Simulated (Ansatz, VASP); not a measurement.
**One calculation of Rh, two programs**

```
Rh
1.0
     2.61753    0.00000    0.00000
    -1.30877    2.26685    0.00000
     0.00000    0.00000    4.75213
Rh
2
Direct
  0.66667 0.33333 0.75000
  0.33333 0.66667 0.25000
```

Alike in both runs: task single point; functional PBE; k mesh 21 × 21 × 12; occupations gaussian, width 0.15 eV; no spin polarisation.

|  | VASP | Ansatz |
| --- | --- | --- |
| version | VASP 6.6.1 | Ansatz 0.2.0 |
| potentials or method | VASP PAW PBE potentials, release 64 (Rh_pv), cutoff 520 eV | scalar-relativistic, plane waves, PAW |
| valence electrons in the cell | 30 | 34 |

|  | VASP | Ansatz | Ansatz less VASP |
| --- | --- | --- | --- |
| gap on the k mesh at the Fermi level (eV) | none | none | - |
| pressure (GPa) | 3.8 | 3.9 | +0.04 |
| traceless stress, the component that is largest in VASP (GPa) | -21.39 | -21.42 | -0.021 |

A gap of «none» marks a metal or a gap that the smearing closes. With one functional, cell and mesh, what is left measures potentials, basis and numerics. VASP's potentials hold 30 valence electrons a cell and Ansatz's 34, so a difference there can come from the potentials and not from the codes.
